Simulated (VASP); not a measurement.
# InP (CsCl type) (Pm-3m) in VASP: a series of runs, part 2 of 2

VASP 6.6.1. The steps go on from the part before.

## Step 3: Relaxation of cell and atoms, PBE, target pressure 6.4 GPa, at which the enthalpy is minimised

Contents of INCAR:

```
SYSTEM = InP
PREC     = Accurate       ! precision mode
ENCUT    = 600            ! plane-wave cutoff, eV
EDIFF    = 1E-6           ! SCF threshold, eV
ISMEAR   = -1             ! smearing method
SIGMA    = 0.08           ! smearing width, eV
LREAL    = .False.        ! projectors in reciprocal space
LASPH    = .True.         ! aspherical terms in the spheres
NELM     = 80             ! most SCF steps
ALGO     = Normal         ! electronic algorithm
ISIF     = 3              ! what is computed and relaxed
LWAVE    = .False.        ! write WAVECAR
LCHARG   = .False.        ! write CHGCAR
GGA      = PE             ! functional
IBRION   = 2              ! ionic algorithm
NSW      = 32             ! ionic steps
EDIFFG   = -0.005         ! ionic threshold
PSTRESS  = 64.0
```

Contents of KPOINTS:

```
regular mesh
0
Gamma
  13 13 13
  0 0 0
```

Contents of POSCAR:

```
InP
1.0
    3.3548737375      0.0000000000      0.0000000000
    0.0000000000      3.3548737375      0.0000000000
    0.0000000000      0.0000000000      3.3548737375
In P
1 1
Direct
    0.0000000000      0.0000000000      0.0000000000
    0.5000000000      0.5000000000      0.5000000000
```

Potentials or basis: VASP PAW PBE potentials, release 64 (In_d, P).

Run with:

```console
$ cat potpaw_PBE.64/In_d/POTCAR potpaw_PBE.64/P/POTCAR > POTCAR
$ mpirun -np 1 vasp_std > vasp.out
```

OUTCAR:

```text
SYSTEM = InP
   PREC = Accurate
   ENCUT = 600
   EDIFF = 1E-6
   ISMEAR = -1
   LREAL = .False.
   LASPH = .True.
   NELM = 80
   ISIF = 3
   GGA = PE
   IBRION = 2
   NSW = 32
   EDIFFG = -0.005
   PSTRESS = 64.0

 ion  position               nearest neighbor table
   1  0.000  0.000  0.000-   2 2.91   2 2.91   2 2.91   2 2.91   2 2.91   2 2.91   2 2.91   2 2.91

   2  0.500  0.500  0.500-   1 2.91   1 2.91   1 2.91   1 2.91   1 2.91   1 2.91   1 2.91   1 2.91

  LATTYP: Found a simple cubic cell.
 ALAT       =     3.3548737375

  Lattice vectors:

 A1 = (   3.3548737375,   0.0000000000,   0.0000000000)
 A2 = (   0.0000000000,   3.3548737375,   0.0000000000)
 A3 = (   0.0000000000,   0.0000000000,   3.3548737375)

Analysis of symmetry for initial positions (statically):
=====================================================================
 Subroutine PRICEL returns:
 Original cell was already a primitive cell.

 Routine SETGRP: Setting up the symmetry group for a
 simple cubic supercell.

 Subroutine GETGRP returns: Found 48 space group operations
 (whereof 48 operations were pure point group operations)
 out of a pool of 48 trial point group operations.

The static configuration has the point symmetry O_h .

Analysis of symmetry for dynamics (positions and initial velocities):
=====================================================================
 Subroutine PRICEL returns:
 Original cell was already a primitive cell.

 Routine SETGRP: Setting up the symmetry group for a
 simple cubic supercell.

 Subroutine GETGRP returns: Found 48 space group operations
 (whereof 48 operations were pure point group operations)
 out of a pool of 48 trial point group operations.

The dynamic configuration has the point symmetry O_h .

 Subroutine INISYM returns: Found 48 space group operations
 (whereof 48 operations are pure point group operations),
 and found     1 'primitive' translations

----------------------------------------------------------------------------------------

                                     Primitive cell

  volume of cell :      37.7597

  direct lattice vectors                    reciprocal lattice vectors
     3.354873738  0.000000000  0.000000000     0.298073811  0.000000000  0.000000000
     0.000000000  3.354873738  0.000000000     0.000000000  0.298073811  0.000000000
     0.000000000  0.000000000  3.354873738     0.000000000  0.000000000  0.298073811

  length of vectors
     3.354873738  3.354873738  3.354873738     0.298073811  0.298073811  0.298073811

  position of ions in fractional coordinates (direct lattice)
     0.000000000  0.000000000  0.000000000
     0.500000000  0.500000000  0.500000000

  ion indices of the primitive-cell ions
   primitive index   ion index
                 1           1
                 2           2

----------------------------------------------------------------------------------------

 KPOINTS: regular mesh

Automatic generation of k-mesh.
 Grid dimensions read from file:
 generate k-points for:   13   13   13

 Generating k-lattice:

  Cartesian coordinates                     Fractional coordinates (reciprocal lattice)
[... 39 lines left out ...]
  0.307692  0.307692  0.000000     12.000000
  0.384615  0.307692  0.000000     24.000000
 [... further k-points ...]
   k-points           NKPTS =     84   k-points in BZ     NKDIM =     84   number of bands    NBANDS=     13
   number of dos      NEDOS =    301   number of ions     NIONS =      2
   total plane-waves  NPLWV =  21952
   dimension x,y,z NGX =    28 NGY =   28 NGZ =   28
   dimension x,y,z NGXF=    56 NGYF=   56 NGZF=   56
   ions per type =               1   1
   NGX,Y,Z   is equivalent  to a cutoff of  13.87, 13.87, 13.87 a.u.
   NGXF,Y,Z  is equivalent  to a cutoff of  27.75, 27.75, 27.75 a.u.
 SYSTEM =  InP
   PREC   = accura    normal or accurate (medium, high low for compatibility)
   ISTART =      0    job   : 0-new  1-cont  2-samecut
   ICHARG =      2    charge: 1-file 2-atom 10-const
   ISPIN  =      1    spin polarized calculation?
   LNONCOLLINEAR =      F non collinear calculations
   LSORBIT =      F    spin-orbit coupling
   LASPH  =      T    aspherical Exc in radial PAW
   ENCUT  =  600.0 eV  44.10 Ry    6.64 a.u.   6.70  6.70  6.70*2*pi/ulx,y,z
   NELM   =     80;   NELMIN=  2; NELMDL= -5     # of ELM steps
   EDIFF  = 0.1E-05   stopping-criterion for ELM
   LREAL  =      F    real-space projection
   EDIFFG = -.5E-02   stopping-criterion for IOM
   NSW    =     32    number of steps for IOM
   IBRION =      2    ionic relax: 0-MD 1-quasi-New 2-CG
   NFREE  =      1    steps in history (QN), initial steepest desc. (CG)
   ISIF   =      3    stress and relaxation
   ISYM   =      2    0-nonsym 1-usesym 2-fastsym
   POTIM  = 0.5000    time-step for ionic-motion
   TEBEG  =    0.0;   TEEND  =   0.0 temperature during run
   PSTRESS=   64.0 pullay stress
   NELECT =      18.0000    total number of electrons
   NUPDOWN=      -1.0000    fix difference up-down
   EMIN   =  10.00;   EMAX   =-10.00  energy-range for DOS
   EFERMI =   0.00;   METHOD = LEGACY
   ISMEAR =    -1;   SIGMA  =   0.08  broadening in eV -4-tet -1-fermi 0-gaus
   EFERMI_NEDOS =   21; number of points for ismear=-14 and -15
   IALGO  =     38    algorithm
   IMIX   =      4    mixing-type and parameters
     AMIX     =   0.40;   BMIX     =  1.00
     AMIX_MAG =   1.60;   BMIX_MAG =  1.00
  volume/ion in A,a.u.               =      18.88       127.41
  Fermi-wavevector in a.u.,A,eV,Ry     =   1.278859  2.416694 22.252077  1.635482
  Thomas-Fermi vector in A             =   2.411378
   LORBIT       =      0    0 simple, 1 ext, 2 COOP (PROOUT), +10 PAW based schemes
   GGA     = PE    functional components
   LHFCALC =     F    Hartree Fock is set to
   AEXX    =    0.0000 exact exchange contribution
   IVDW    =     0    specifies the selected vdW correction
   LEPSILON=     F    determine dielectric tensor
   LRPA    =     F    only Hartree local field effects (RPA)
 conjugate gradient relaxation of ions
 non-spin polarized calculation
  energy-cutoff  :      600.00
  volume of cell :       37.76
 maximum number of plane-waves:      1279
 NGX is ok and might be reduce to    28
   NGX = 13   NGY = 13   NGZ = 13

 number of electron      18.0000002 magnetization

 Free energy of the ion-electron system (eV)
  ---------------------------------------------------
  ext. energy  EPLUGINS =         0.00000000
  ---------------------------------------------------
  free energy    TOTEN  =        -7.15334030 eV

  energy without entropy =       -7.12982079  energy(sigma->0) =       -7.14158054

 E-fermi :   8.9058     XC(G=0): -11.0970

 val. band max:        8.8679125791   @ k =   0.4615   0.3846   0.1538
 cond. band min:       8.9342797869   @ k =   0.3846   0.3077   0.3077
 fundamental gap:      0.0663672078
 Fermi energy:         8.9057920454

 k-point     1 :       0.0000    0.0000    0.0000
  band No.  band energies     occupation
      1      -5.7803      2.00000
      2      -5.7803      2.00000
      3      -5.4353      2.00000
      4      -5.4353      2.00000
      5      -5.4353      2.00000
      6      -4.2086      2.00000
      7       7.8151      2.00000
      8       7.9225      1.99999
      9       7.9225      1.99999
     10       7.9225      1.99999
     11      13.5409      0.00000
     12      13.5409      0.00000
     13      19.6951      0.00000
[... 354 lines left out ...]
  band No.  band energies     occupation
      1      -5.7850      2.00000
      2      -5.6600      2.00000
      3      -5.5297      2.00000
      4      -5.5010      2.00000
      5      -5.4207      2.00000
      6      -1.4081      2.00000
      7       2.8136      2.00000
      8       4.7523      2.00000
      9       8.4507      1.99326
     10       9.8588      0.00001
     11      13.8164      0.00000
     12      15.8409      0.00000
     13      16.2864      0.00000

 [... further k-points ...]
[... 5 lines left out ...]
  --------------------------------------------------------------------------------------
  -------------------------------------------------------------------------------------
  Total        1.5056420      1.5056420      1.5056420     -0.0000000      0.0000000     -0.0000000
  in kB       63.8857170     63.8857170     63.8857170     -0.0000000      0.0000000     -0.0000000
  external PRESSURE =      -0.1142830 kB  Pullay stress =      64.0000000 kB

 VOLUME and BASIS-vectors are now :
 -----------------------------------------------------------------------------
  energy-cutoff  :      600.00
  volume of cell :       37.76
      direct lattice vectors                 reciprocal lattice vectors
     3.354873738  0.000000000  0.000000000     0.298073811  0.000000000  0.000000000
     0.000000000  3.354873738  0.000000000     0.000000000  0.298073811  0.000000000
     0.000000000  0.000000000  3.354873738     0.000000000  0.000000000  0.298073811

 POSITION                                       TOTAL-FORCE (eV/Angst)
 -----------------------------------------------------------------------------------
      0.00000      0.00000      0.00000         0.000000      0.000000      0.000000
      1.67744      1.67744      1.67744         0.000000      0.000000      0.000000
 -----------------------------------------------------------------------------------
    total drift:                               -0.000000      0.000000     -0.000000

  FREE ENERGIE OF THE ION-ELECTRON SYSTEM (eV)
  ---------------------------------------------------
  free  energy   TOTEN  =        -7.1533402968 eV

  energy  without entropy=       -7.1298207918  energy(sigma->0) =       -7.14158054

  enthalpy is  TOTEN    =        -5.6450048711 eV   P V=        1.5083354258

 reached required accuracy - stopping structural energy minimisation
```

Run time: 34 s. Hardware: 1 thread of Intel Xeon Platinum 8259CL at 2.50GHz (Skylake/Cascade Lake), shared host; peak memory 0.19 GiB.

What came out:

- Free energy: -7.1533 eV
- Pressure after relaxing: 6.4 GPa
- Band gap on the k mesh: zero (band 9 reaches 9.80 eV, above the bottom of band 10 at 7.32 eV)

Final structure:
```cif
data_structure
_symmetry_space_group_name_H-M 'P 1'
_symmetry_Int_Tables_number 1
_cell_length_a 3.3549
_cell_length_b 3.3549
_cell_length_c 3.3549
_cell_angle_alpha 90.000
_cell_angle_beta 90.000
_cell_angle_gamma 90.000
_cell_volume 37.76
loop_
_atom_site_label
_atom_site_type_symbol
_atom_site_fract_x
_atom_site_fract_y
_atom_site_fract_z
_atom_site_occupancy
In1 In 0.00000 0.00000 0.00000 1
P1 P 0.50000 0.50000 0.50000 1
```

Caveat: the relaxation stopped at its first step, so nothing moved; the cell is relaxed towards a set pressure, so the enthalpy falls and the energy may rise; spin-orbit coupling is left out, which moves the levels of the heavy elements.
